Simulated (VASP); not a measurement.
Input of a VASP 6.6.1 run:

INCAR

```
SYSTEM = LiOsRu3
  PREC = Accurate
  ENCUT = 520
  EDIFF = 1E-6
  ISMEAR = 0
  SIGMA = 0.1
  LREAL = .False.
  LASPH = .True.
  NELM = 60
  ALGO = Fast
  ISIF = 2
  LWAVE = .False.
  LCHARG = .True.
  GGA = PE
  LELF = .True.
  LVHAR = .True.
  NBANDS = 34
```

KPOINTS

```
regular mesh
0
Gamma
  10 10 8
  0 0 0
```

POSCAR

```
LiOsRu3
1.0
    3.8853939565      0.0000000000      0.0000000000
    0.0000000000      3.8853939565      0.0000000000
    0.0000000000      0.0000000000      5.5461992809
Li Ru Os
1 3 1
Direct
    0.0000000000      0.0000000000      0.9116702403
    0.5000000000      0.5000000000      0.0831264345
    0.0000000000      0.5000000000      0.3953205946
    0.5000000000      0.0000000000      0.3953205946
    0.5000000000      0.5000000000      0.6745621359
```

Potentials or basis: VASP PAW PBE potentials, release 64 (Li_sv, Ru_pv, Os).

Command:

```console
$ cat potpaw_PBE.64/Li_sv/POTCAR potpaw_PBE.64/Ru_pv/POTCAR potpaw_PBE.64/Os/POTCAR > POTCAR
$ mpirun -np 1 vasp_std > vasp.out
```

(1) What does it give for the largest force?

Results:

(1) 0.190 eV/Å.
